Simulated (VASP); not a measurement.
# ZrN: vibrations by perturbation theory with PBE

Crystal: ZrN.

```
CELL_PARAMETERS angstrom
0.00000 2.25465 2.25465
2.25465 0.00000 2.25465
2.25465 2.25465 0.00000
ATOMIC_POSITIONS crystal
Zr 0.00000 0.00000 0.00000
N 0.50000 0.50000 0.50000
```

```yaml
Program: VASP 6.6.1
Task: vibrations by perturbation theory
Functional: PBE
Potentials_or_basis: VASP PAW PBE potentials, release 64 (Zr_sv, N)
Cutoff: 600 eV
k_mesh: 16 × 16 × 16
Occupations: fermi-dirac, width 0.15 eV
Spin: no spin polarisation
Dipole_correction: no
Further_INCAR_settings: ALGO = Normal; EDIFF = 1e-08; NBANDS = 16; IBRION = 8; NSW = 1
```

```json
{"Highest phonon frequency at Γ, LO-TO splitting left out": "534 cm⁻¹"}
```

Phonon frequencies in cm⁻¹ (negative: imaginary):
```tsv
q point	frequencies
(0.000, 0.000, 0.000)	0 0 0 534 534 534
```

Wall time 16 min on 1 thread of AMD EPYC 7R43 64-Core Processor (Zen 3), with other jobs on the host, peak memory 0.4 GiB.

Caveat: the cell wasn't relaxed at this level first, which shifts response properties.
